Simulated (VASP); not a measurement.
# LiH (P-3m1) in VASP: single point with PBE

Aim: the single point of LiH with PBE.

Everything below comes from runs of VASP 6.6.1. Logs are shortened: lines on timing, memory, paths and dates and some standing lists are left out, and cuts for length are marked.

## Step 1: The cell of the first run

Symmetry: P-3m1, No. 164, trigonal system. The conventional cell has a = 2.813 Å, b = 2.813 Å, c = 11.842 Å, α = 90.00°, β = 90.00°, γ = 120.00°. Li (site symmetry 3m) has 6 H at 1.99 to 2.04 Å and 1 Li at 2.45 Å within 2.6 Å. Li (site symmetry -3m) has 6 H at 2.03 Å and 2 Li at 2.45 Å within 2.7 Å. Li (site symmetry 3m) has 6 H at 1.99 Å within 2.6 Å. H (site symmetry 3m) has 6 Li at 1.99 Å within 2.6 Å. Within 2.7 Å of H (site symmetry 3m) lie 6 Li at 2.03 to 2.04 Å. H (site symmetry -3m) has 6 Li at 1.99 Å within 2.6 Å.

## Step 2: Single point, PBE

POSCAR reads:

```
LiH
1.0
    2.8125483663      0.0000000000      0.0000000000
   -1.4062741832      2.4357383346      0.0000000000
    0.0000000000      0.0000000000     11.8418048291
Li H
5 5
Direct
    0.0000000000      0.0000000000      0.7929779085
    0.0000000000      0.0000000000      0.0000000000
    0.0000000000      0.0000000000      0.2070220915
    0.3333333333      0.6666666667      0.4023000320
    0.6666666667      0.3333333333      0.5976999680
    0.3333333333      0.6666666667      0.6954143709
    0.6666666667      0.3333333333      0.8965773818
    0.3333333333      0.6666666667      0.1034226182
    0.6666666667      0.3333333333      0.3045856291
    0.0000000000      0.0000000000      0.5000000000
```

INCAR.step1 reads:

```
ALGO = Normal
EDIFF = 1E-6
ENCUT = 650
GGA = PE
GGA_COMPAT = False
ISIF = 2
ISMEAR = 0
LASPH = True
LCHARG = True
LORBIT = 11
LREAL = False
LWAVE = False
NBANDS = 21
NEDOS = 2001
NELM = 120
PREC = Accurate
SIGMA = 0.02
```

KPOINTS.step1 reads:

```
k-points
0
Gamma
  12 12 2
```

INCAR.step2 reads:

```
ALGO = Normal
EDIFF = 1E-6
ENCUT = 650
GGA = PE
GGA_COMPAT = False
ICHARG = 11
ISIF = 2
ISMEAR = -5
LASPH = True
LCHARG = False
LORBIT = 11
LREAL = False
LWAVE = False
NBANDS = 21
NEDOS = 2001
NELM = 120
PREC = Accurate
SIGMA = 0.02
```

KPOINTS.step2 reads:

```
k-points
0
Gamma
  18 18 3
```

Potentials or basis: VASP PAW PBE potentials, release 64 (Li_sv, H).

Started as:

```
$ cat potpaw_PBE.64/Li_sv/POTCAR potpaw_PBE.64/H/POTCAR > POTCAR
$ cp INCAR.step1 INCAR
$ cp KPOINTS.step1 KPOINTS
$ mpirun -np 1 vasp_std > vasp.out
$ cp INCAR.step2 INCAR
$ cp KPOINTS.step2 KPOINTS
$ mpirun -np 1 vasp_std > vasp.out
```

OUTCAR:

```text
EDIFF = 1E-6
   ENCUT = 650
   GGA = PE
   ICHARG = 11
   ISIF = 2
   ISMEAR = -5
   LASPH = True
   LORBIT = 11
   LREAL = False
   NELM = 120
   PREC = Accurate

 ion  position               nearest neighbor table
   1  0.000  0.000  0.793-   2 2.45
   2  0.000  0.000  0.000-   1 2.45   3 2.45
   3  0.000  0.000  0.207-   2 2.45
   4  0.333  0.667  0.402-
   5  0.667  0.333  0.598-
   6  0.333  0.667  0.695-
   7  0.667  0.333  0.897-
   8  0.333  0.667  0.103-
   9  0.667  0.333  0.305-
  10  0.000  0.000  0.500-

  LATTYP: Found a hexagonal cell.
 ALAT       =     2.8125483663
 C/A-ratio  =     4.2103470898

  Lattice vectors:

 A1 = (   2.8125483663,   0.0000000000,   0.0000000000)
 A2 = (  -1.4062741832,   2.4357383346,   0.0000000000)
 A3 = (   0.0000000000,   0.0000000000,  11.8418048291)

Analysis of symmetry for initial positions (statically):
=====================================================================
 Subroutine PRICEL returns:
 Original cell was already a primitive cell.

 Routine SETGRP: Setting up the symmetry group for a
 hexagonal supercell.

 Subroutine GETGRP returns: Found 12 space group operations
 (whereof 12 operations were pure point group operations)
 out of a pool of 24 trial point group operations.

The static configuration has the point symmetry D_3d.

Analysis of symmetry for dynamics (positions and initial velocities):
=====================================================================
 Subroutine PRICEL returns:
 Original cell was already a primitive cell.

 Routine SETGRP: Setting up the symmetry group for a
 hexagonal supercell.

 Subroutine GETGRP returns: Found 12 space group operations
 (whereof 12 operations were pure point group operations)
 out of a pool of 24 trial point group operations.

The dynamic configuration has the point symmetry D_3d.

 Subroutine INISYM returns: Found 12 space group operations
 (whereof 12 operations are pure point group operations),
 and found     1 'primitive' translations

----------------------------------------------------------------------------------------

                                     Primitive cell

  volume of cell :      81.1238

  direct lattice vectors                    reciprocal lattice vectors
     2.812548366  0.000000000  0.000000000     0.355549441  0.205276566  0.000000000
    -1.406274183  2.435738335  0.000000000     0.000000000  0.410553131  0.000000000
     0.000000000  0.000000000 11.841804829     0.000000000  0.000000000  0.084446587

  length of vectors
     2.812548366  2.812548366 11.841804829     0.410553131  0.410553131  0.084446587

  position of ions in fractional coordinates (direct lattice)
     0.000000000  0.000000000  0.792977908
     0.000000000  0.000000000  0.000000000
     0.000000000  0.000000000  0.207022092
     0.333333333  0.666666667  0.402300032
     0.666666667  0.333333333  0.597699968
     0.333333333  0.666666667  0.695414371
     0.666666667  0.333333333  0.896577382
     0.333333333  0.666666667  0.103422618
     0.666666667  0.333333333  0.304585629
     0.000000000  0.000000000  0.500000000

  ion indices of the primitive-cell ions
   primitive index   ion index
                 1           1
                 2           2
                 3           3
                 4           4
                 5           5
                 6           6
                 7           7
                 8           8
                 9           9
                10          10

----------------------------------------------------------------------------------------

 KPOINTS: k-points

Automatic generation of k-mesh.
 Grid dimensions read from file:
 generate k-points for:   18   18    3

 Generating k-lattice:

  Cartesian coordinates                     Fractional coordinates (reciprocal lattice)
     0.019752747  0.011404254  0.000000000     0.055555556  0.000000000  0.000000000
     0.000000000  0.022808507  0.000000000     0.000000000  0.055555556  0.000000000
     0.000000000  0.000000000  0.028148862     0.000000000  0.000000000  0.333333333

  Length of vectors
     0.022808507  0.022808507  0.028148862

  Shift w.r.t. Gamma in fractional coordinates (k-lattice)
     0.000000000  0.000000000  0.000000000

 TETIRR: Found   1374 inequivalent tetrahedra from     5832

 Subroutine IBZKPT returns following result:
 ===========================================

 Found    101 irreducible k-points:

 Following reciprocal coordinates:
            Coordinates               Weight
  0.000000  0.000000  0.000000      1.000000
  0.055556  0.000000  0.000000      6.000000
  0.111111  0.000000  0.000000      6.000000
  0.166667  0.000000  0.000000      6.000000
  0.222222  0.000000  0.000000      6.000000
  0.277778  0.000000  0.000000      6.000000
[... 16 lines left out ...]
  0.333333  0.111111  0.000000     12.000000
  0.388889  0.111111  0.000000     12.000000
 [... further k-points ...]
   k-points           NKPTS =    101   k-points in BZ     NKDIM =    101   number of bands    NBANDS=     21
   number of dos      NEDOS =   2001   number of ions     NIONS =     10
   total plane-waves  NPLWV =  56448
   dimension x,y,z NGX =    24 NGY =   24 NGZ =   98
   dimension x,y,z NGXF=    48 NGYF=   48 NGZF=  196
   ions per type =               5   5
   NGX,Y,Z   is equivalent  to a cutoff of  14.19, 14.19, 13.76 a.u.
   NGXF,Y,Z  is equivalent  to a cutoff of  28.37, 28.37, 27.52 a.u.
 SYSTEM =  unknown system
   PREC   = accura    normal or accurate (medium, high low for compatibility)
   ISTART =      0    job   : 0-new  1-cont  2-samecut
   ICHARG =     11    charge: 1-file 2-atom 10-const
   ISPIN  =      1    spin polarized calculation?
   LNONCOLLINEAR =      F non collinear calculations
   LSORBIT =      F    spin-orbit coupling
   LASPH  =      T    aspherical Exc in radial PAW
   ENCUT  =  650.0 eV  47.77 Ry    6.91 a.u.   5.85  5.85 24.62*2*pi/ulx,y,z
   NELM   =    120;   NELMIN=  2; NELMDL=  0     # of ELM steps
   EDIFF  = 0.1E-05   stopping-criterion for ELM
   LREAL  =      F    real-space projection
   EDIFFG = 0.1E-04   stopping-criterion for IOM
   NSW    =      0    number of steps for IOM
   IBRION =     -1    ionic relax: 0-MD 1-quasi-New 2-CG
   NFREE  =      0    steps in history (QN), initial steepest desc. (CG)
   ISIF   =      2    stress and relaxation
   ISYM   =      2    0-nonsym 1-usesym 2-fastsym
   POTIM  = 0.5000    time-step for ionic-motion
   TEBEG  =    0.0;   TEEND  =   0.0 temperature during run
   PSTRESS=    0.0 pullay stress
   NELECT =      20.0000    total number of electrons
   NUPDOWN=      -1.0000    fix difference up-down
   EMIN   =  10.00;   EMAX   =-10.00  energy-range for DOS
   EFERMI =   0.00;   METHOD = LEGACY
   ISMEAR =    -5;   SIGMA  =   0.02  broadening in eV -4-tet -1-fermi 0-gaus
   EFERMI_NEDOS =   21; number of points for ismear=-14 and -15
   IALGO  =     38    algorithm
   IMIX   =      4    mixing-type and parameters
     AMIX     =   0.40;   BMIX     =  1.00
     AMIX_MAG =   1.60;   BMIX_MAG =  1.00
  volume/ion in A,a.u.               =       8.11        54.75
  Fermi-wavevector in a.u.,A,eV,Ry     =   1.026523  1.939847 14.337130  1.053749
  Thomas-Fermi vector in A             =   2.160420
   LORBIT       =     11    0 simple, 1 ext, 2 COOP (PROOUT), +10 PAW based schemes
   GGA     = PE    functional components
   LHFCALC =     F    Hartree Fock is set to
   AEXX    =    0.0000 exact exchange contribution
   IVDW    =     0    specifies the selected vdW correction
   LEPSILON=     F    determine dielectric tensor
   LRPA    =     F    only Hartree local field effects (RPA)
 non-spin polarized calculation
 Fermi weights with tetrahedron method with Bloechl corrections
  energy-cutoff  :      650.00
  volume of cell :       81.12
 maximum number of plane-waves:      3079

 number of electron      19.9999996 magnetization

 Free energy of the ion-electron system (eV)
  ---------------------------------------------------
  ext. energy  EPLUGINS =         0.00000000
  ---------------------------------------------------
  free energy    TOTEN  =       -30.41952202 eV

  energy without entropy =      -30.41952202  energy(sigma->0) =      -30.41952202

 E-fermi :   0.0250     XC(G=0):  -8.4845

 val. band max:        0.0132974290   @ k =   0.5000   0.0000   0.0000
 cond. band min:       3.4772020311   @ k =   0.5000   0.0000   0.3333
 fundamental gap:      3.4639046021
 Fermi energy:         0.0250410427

 k-point     1 :       0.0000    0.0000    0.0000
  band No.  band energies     occupation
      1     -44.3475      2.00000
      2     -44.2920      2.00000
      3     -44.2848      2.00000
      4     -44.2485      2.00000
      5     -44.2263      2.00000
      6      -5.3742      2.00000
[... 13 lines left out ...]
     20      16.2902      0.00000
     21      16.3190      0.00000

 k-point     2 :       0.0556    0.0000    0.0000
  band No.  band energies     occupation
      1     -44.3465      2.00000
      2     -44.2910      2.00000
      3     -44.2838      2.00000
      4     -44.2475      2.00000
      5     -44.2256      2.00000
      6      -5.3245      2.00000
[... 520 lines left out ...]
 k-point    24 :       0.3889    0.1111    0.0000
  band No.  band energies     occupation
      1     -44.3143      2.00000
      2     -44.2578      2.00000
      3     -44.2504      2.00000
      4     -44.2112      2.00000
      5     -44.2038      2.00000
      6      -2.5274      2.00000
[... 13 lines left out ...]
     20      10.5999      0.00000
     21      11.3935      0.00000

 [... further k-points ...]

------------------------ aborting loop because EDIFF is reached ----------------------------------------

  FORCE on cell =-STRESS in cart. coord.  units (eV):
  Direction    XX          YY          ZZ          XY          YZ          ZX
  --------------------------------------------------------------------------------------
  -------------------------------------------------------------------------------------
  Total       -0.1506460     -0.1506460     -0.1395227      0.0000000      0.0000000      0.0000000
  in kB       -2.9752231     -2.9752231     -2.7555407      0.0000000      0.0000000      0.0000000
  external PRESSURE =      -2.9019956 kB  Pullay stress =       0.0000000 kB

 VOLUME and BASIS-vectors are now :
 -----------------------------------------------------------------------------
  energy-cutoff  :      650.00
  volume of cell :       81.12
      direct lattice vectors                 reciprocal lattice vectors
     2.812548366  0.000000000  0.000000000     0.355549441  0.205276566  0.000000000
    -1.406274183  2.435738335  0.000000000     0.000000000  0.410553131  0.000000000
     0.000000000  0.000000000 11.841804829     0.000000000  0.000000000  0.084446587

 POSITION                                       TOTAL-FORCE (eV/Angst)
 -----------------------------------------------------------------------------------
      0.00000      0.00000      9.39029        -0.000000     -0.000000     -0.002279
      0.00000      0.00000      0.00000        -0.000000      0.000000      0.000000
      0.00000      0.00000      2.45152        -0.000000      0.000000      0.002279
     -0.00000      1.62383      4.76396         0.000000      0.000000      0.000523
      1.40627      0.81191      7.07785         0.000000     -0.000000     -0.000523
     -0.00000      1.62383      8.23496        -0.000000      0.000000      0.001042
      1.40627      0.81191     10.61709        -0.000000     -0.000000     -0.000078
     -0.00000      1.62383      1.22471        -0.000000      0.000000      0.000078
      1.40627      0.81191      3.60684        -0.000000     -0.000000     -0.001042
      0.00000      0.00000      5.92090        -0.000000      0.000000      0.000000
 -----------------------------------------------------------------------------------
    total drift:                               -0.000000      0.000000      0.000000

  FREE ENERGIE OF THE ION-ELECTRON SYSTEM (eV)
  ---------------------------------------------------
  free  energy   TOTEN  =       -30.4195220194 eV

  energy  without entropy=      -30.4195220194  energy(sigma->0) =      -30.41952202

 total charge

# of ion       s       p       d       tot
------------------------------------------
    1        2.021   0.059   0.000   2.080
    2        2.020   0.058   0.000   2.078
    3        2.021   0.059   0.000   2.080
    4        2.022   0.061   0.000   2.083
    5        2.022   0.061   0.000   2.083
    6        0.547   0.002   0.000   0.549
    7        0.538   0.002   0.000   0.540
    8        0.538   0.002   0.000   0.540
    9        0.547   0.002   0.000   0.549
   10        0.546   0.002   0.000   0.548
--------------------------------------------------
tot         12.823   0.307   0.000  13.130
```

Wall time 4.2 min (1 thread of Intel Xeon 8259CL, shared host); peak memory 0.33 GiB.

What came out:

| Item | Value |
| --- | --- |
| Valence electrons inside the program's atomic spheres | Li 2.08; H 0.55, 0.54 (each value once) |
